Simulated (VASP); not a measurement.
# ZnO (P6_3mc) in VASP: further runs, part 2 of 2

VASP 6.6.1.

**3. Single point, PBEsol (volume scaled by 1.020)**

Input file INCAR:

```
SYSTEM = ZnO
PREC     = Accurate       ! precision mode
ENCUT    = 520            ! plane-wave cutoff, eV
EDIFF    = 1E-6           ! SCF threshold, eV
ISMEAR   = 0              ! smearing method
SIGMA    = 0.05           ! smearing width, eV
LREAL    = .FALSE.        ! projectors in reciprocal space
LASPH    = .TRUE.         ! aspherical terms in the spheres
NELM     = 100            ! most SCF steps
ALGO     = Normal         ! electronic algorithm
ISIF     = 2              ! what is computed and relaxed
LWAVE    = .FALSE.        ! write WAVECAR
LCHARG   = .FALSE.        ! write CHGCAR
GGA      = PS             ! functional
NBANDS   = 26             ! bands
```

Input file KPOINTS:

```
Automatic mesh
0
G
  12 12 6
  0 0 0
```

Input file POSCAR:

```
ZnO
1.0
    3.2514186453      0.0000000000      0.0000000000
   -1.6257093226      2.8158111452      0.0000000000
    0.0000000000      0.0000000000      5.2489033949
Zn O
2 2
Direct
    0.3333333333      0.6666666667      0.0015876069
    0.6666666667      0.3333333333      0.5015876069
    0.3333333333      0.6666666667      0.3805123931
    0.6666666667      0.3333333333      0.8805123931
```

Potentials or basis: VASP PAW PBE potentials, release 64 (Zn, O).

Launch:

```
> cat potpaw_PBE.64/Zn/POTCAR potpaw_PBE.64/O/POTCAR > POTCAR
> mpirun -np 1 vasp_std > vasp.out
```

OUTCAR:

```text
SYSTEM = ZnO
   PREC = Accurate
   ENCUT = 520
   EDIFF = 1E-6
   ISMEAR = 0
   LREAL = .FALSE.
   LASPH = .TRUE.
   NELM = 100
   ISIF = 2
   GGA = PS

 ion  position               nearest neighbor table
   1  0.333  0.667  0.002-   4 1.98   4 1.98   4 1.98   3 1.99
   2  0.667  0.333  0.502-   3 1.98   3 1.98   3 1.98   4 1.99
   3  0.333  0.667  0.381-   2 1.98   2 1.98   2 1.98   1 1.99
   4  0.667  0.333  0.881-   1 1.98   1 1.98   1 1.98   2 1.99

  LATTYP: Found a hexagonal cell.
 ALAT       =     3.2514186453
 C/A-ratio  =     1.6143425278

[... 888 lines left out ...]

 [... further k-points ...]
[... 5 lines left out ...]
  --------------------------------------------------------------------------------------
  -------------------------------------------------------------------------------------
  Total       -0.5480382     -0.5480382     -0.5379816     -0.0000000      0.0000000      0.0000000
  in kB      -18.2715931    -18.2715931    -17.9363078     -0.0000000      0.0000000      0.0000000
  external PRESSURE =     -18.1598313 kB  Pullay stress =       0.0000000 kB

 VOLUME and BASIS-vectors are now :
 -----------------------------------------------------------------------------
  energy-cutoff  :      520.00
  volume of cell :       48.06
      direct lattice vectors                 reciprocal lattice vectors
     3.251418645  0.000000000  0.000000000     0.307558057  0.177568727  0.000000000
    -1.625709323  2.815811145  0.000000000     0.000000000  0.355137454  0.000000000
     0.000000000  0.000000000  5.248903395     0.000000000  0.000000000  0.190515985

 POSITION                                       TOTAL-FORCE (eV/Angst)
 -----------------------------------------------------------------------------------
     -0.00000      1.87721      0.00833         0.000000     -0.000000     -0.000071
      1.62571      0.93860      2.63278        -0.000000     -0.000000     -0.000071
     -0.00000      1.87721      1.99727        -0.000000      0.000000      0.000071
      1.62571      0.93860      4.62172         0.000000     -0.000000      0.000071
 -----------------------------------------------------------------------------------
    total drift:                               -0.000001     -0.000001      0.000308

  FREE ENERGIE OF THE ION-ELECTRON SYSTEM (eV)
  ---------------------------------------------------
  free  energy   TOTEN  =       -19.4090057842 eV

  energy  without entropy=      -19.4090057842  energy(sigma->0) =      -19.40900578
```

stdout:

```text
POSCAR found type information on POSCAR ZnO
 POSCAR found :  2 types and       4 ions
 scaLAPACK will be used
 -----------------------------------------------------------------------------
|                                                                             |
|                                                                             |
|     You enforced a specific xc type in the INCAR file but a different       |
|     I HOPE YOU KNOW WHAT YOU ARE DOING!                                     |
|                                                                             |
 -----------------------------------------------------------------------------

 LDA part: xc-table for (Slater+PW92), standard interpolation
 POSCAR, INCAR and KPOINTS ok, starting setup
 FFT: planning ... GRIDC
 FFT: planning ... GRID_SOFT
 FFT: planning ... GRID
 WAVECAR not read
 entering main loop
```

Wall time 63 s (1 thread of AMD EPYC 7R43 (Zen 3), shared host); peak memory 0.17 GiB.

What came out:

* Free energy: -19.4090 eV
* Pressure: -1.8 GPa
* Band gap on the k mesh: 0.66 eV, direct

Caveat: the PAW data sets were made with another functional, which shifts forces and pressure a little.

**4. Single point, PBEsol (volume scaled by 1.040)**

Input file INCAR:

```
PREC = Accurate
ENCUT = 520
EDIFF = 1E-7
ISMEAR = 0
SIGMA = 0.05
LREAL = F
LASPH = T
NELM = 100
ALGO = Normal
ISIF = 2
LWAVE = F
LCHARG = F
GGA = PS
NBANDS = 26
```

Input file KPOINTS:

```
Automatic mesh
0
Gamma
  12 12 6
```

Input file POSCAR:

```
ZnO
1.0
    3.2725323450      0.0000000000      0.0000000000
   -1.6362661725      2.8340961455      0.0000000000
    0.0000000000      0.0000000000      5.2829881383
Zn O
2 2
Direct
    0.3333333333      0.6666666667      0.0015876069
    0.6666666667      0.3333333333      0.5015876069
    0.3333333333      0.6666666667      0.3805123931
    0.6666666667      0.3333333333      0.8805123931
```

Potentials or basis: VASP PAW PBE potentials, release 64 (Zn, O).

Launch:

```
> cat potpaw_PBE.64/Zn/POTCAR potpaw_PBE.64/O/POTCAR > POTCAR
> mpirun -np 1 vasp_std > vasp.out
```

OUTCAR:

```text
PREC = Accurate
   ENCUT = 520
   EDIFF = 1E-7
   ISMEAR = 0
   LREAL = F
   LASPH = T
   NELM = 100
   ISIF = 2
   GGA = PS

 ion  position               nearest neighbor table
   1  0.333  0.667  0.002-   4 1.99   4 1.99   4 1.99   3 2.00
   2  0.667  0.333  0.502-   3 1.99   3 1.99   3 1.99   4 2.00
   3  0.333  0.667  0.381-   2 1.99   2 1.99   2 1.99   1 2.00
   4  0.667  0.333  0.881-   1 1.99   1 1.99   1 1.99   2 2.00

  LATTYP: Found a hexagonal cell.
 ALAT       =     3.2725323450
[... 888 lines left out ...]
     25      13.9362      0.00000
     26      14.5041      0.00000

 [... further k-points ...]
[... 5 lines left out ...]
  --------------------------------------------------------------------------------------
  -------------------------------------------------------------------------------------
  Total       -1.3496524     -1.3496524     -1.3311256      0.0000000      0.0000000      0.0000000
  in kB      -44.1320757    -44.1320757    -43.5262717      0.0000000      0.0000000      0.0000000
  external PRESSURE =     -43.9301410 kB  Pullay stress =       0.0000000 kB

 VOLUME and BASIS-vectors are now :
 -----------------------------------------------------------------------------
  energy-cutoff  :      520.00
  volume of cell :       49.00
      direct lattice vectors                 reciprocal lattice vectors
     3.272532345  0.000000000  0.000000000     0.305573756  0.176423090  0.000000000
    -1.636266173  2.834096146  0.000000000     0.000000000  0.352846180  0.000000000
     0.000000000  0.000000000  5.282988138     0.000000000  0.000000000  0.189286815

 POSITION                                       TOTAL-FORCE (eV/Angst)
 -----------------------------------------------------------------------------------
     -0.00000      1.88940      0.00839        -0.000000      0.000000     -0.001305
      1.63627      0.94470      2.64988         0.000000     -0.000000     -0.001305
     -0.00000      1.88940      2.01024        -0.000000     -0.000000      0.001305
      1.63627      0.94470      4.65174         0.000000     -0.000000      0.001305
 -----------------------------------------------------------------------------------
    total drift:                               -0.000001     -0.000001     -0.001044

  FREE ENERGIE OF THE ION-ELECTRON SYSTEM (eV)
  ---------------------------------------------------
  free  energy   TOTEN  =       -19.3915383546 eV

  energy  without entropy=      -19.3915383546  energy(sigma->0) =      -19.39153835
```

Wall time 68 s (1 thread of AMD EPYC 7R43 (Zen 3), shared host); peak memory 0.18 GiB.

Results:

- Free energy: -19.3915 eV
- Pressure: -4.4 GPa
- Band gap on the k mesh: 0.63 eV, direct

Caveat: the PAW data sets were made with another functional, which shifts forces and pressure a little.

**5. Overview**

| cell | gap on the mesh (eV) | pressure (GPa) |
| --- | --- | --- |
| a = 3.208, b = 3.208, c = 5.179 Å, angles 90.0, 90.0, 120.0°, 4 atoms | 0.72 | 4.1 |
| a = 3.251, b = 3.251, c = 5.249 Å, angles 90.0, 90.0, 120.0°, 4 atoms | 0.66 | -1.8 |
| a = 3.273, b = 3.273, c = 5.283 Å, angles 90.0, 90.0, 120.0°, 4 atoms | 0.63 | -4.4 |

Alike in all rows: task single point; level PBEsol; potentials or basis VASP PAW PBE potentials, release 64 (Zn, O); no spin polarisation; k mesh 12 × 12 × 6; cutoff (eV) 520; smearing gaussian 0.05 eV.

Caveats: the PAW data sets were made with another functional, which shifts forces and pressure a little.

Absolute energies hang on the potentials; compare differences alone.
